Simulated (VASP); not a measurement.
Wanted: the native input for a VASP 6.6.1 run.

```yaml
Task: single point
Functional: r2SCAN
Potentials_or_basis: VASP PAW PBE potentials, release 64 (P)
Cutoff: 520 eV
k_mesh: 22 × 22 × 22
Occupations: gaussian, width 0.1 eV
Spin: no spin polarisation
Dipole_correction: no
Further_INCAR_settings: ALGO = Normal; EDIFF = 1e-06; NBANDS = 8
```

P:

```
CELL_PARAMETERS angstrom
2.43811 0.00000 0.00000
0.00000 2.43811 0.00000
0.00000 0.00000 2.41297
ATOMIC_POSITIONS crystal
P 0.00000 0.00000 0.00000
```

This cell differs from its parent crystal: uniaxial strain along c: -1.0 %, then relaxed in part.

One way to write it, as run:

POSCAR

```
P
1.0
    2.4381086442      0.0000000000      0.0000000000
    0.0000000000      2.4381086442      0.0000000000
    0.0000000000      0.0000000000      2.4129732332
P
1
Direct
    0.0000000000      0.0000000000      0.0000000000
```

INCAR.step1

```
  PREC = Accurate
  ENCUT = 520
  ISMEAR = 0
  SIGMA = 0.1
  LREAL = F
  LASPH = T
  NELM = 60
  NBANDS = 8
  GGA = PE
  ALGO = Normal
  EDIFF = 1E-4
  LWAVE = T
  LCHARG = F
```

INCAR.step2

```
  PREC = Accurate
  ENCUT = 520
  EDIFF = 1E-6
  ISMEAR = 0
  SIGMA = 0.1
  LREAL = F
  LASPH = T
  NELM = 60
  ALGO = Normal
  ISIF = 2
  LWAVE = F
  LCHARG = F
  METAGGA = R2SCAN
  LMIXTAU = T
  NBANDS = 8
  ISTART = 1
```

KPOINTS

```
regular mesh
0
Gamma
  22 22 22
```

Potentials or basis: VASP PAW PBE potentials, release 64 (P).

Run with:

```sh
$ cat potpaw_PBE.64/P/POTCAR > POTCAR
$ cp INCAR.step1 INCAR
$ mpirun -np 1 vasp_std > vasp.out
$ cp INCAR.step2 INCAR
$ mpirun -np 1 vasp_std > vasp.out
```

It gave:

| Quantity | Value |
| --- | --- |
| Pressure | 0.5 GPa |
| Band gap on the k mesh | zero (an odd number of electrons rules out a gap without spin polarisation) |

Caveat: the cell differs from its parent crystal (uniaxial strain along c: -1.0 %, then relaxed in part); the PAW data sets were made with another functional, which shifts forces and pressure a little; an odd number of electrons without spin polarisation forces a metal; a magnetic or distorted state may lie lower.

Run time: 9.6 min on 1 thread of Intel Xeon 8259CL, with other jobs on the host, peak memory 0.16 GiB.
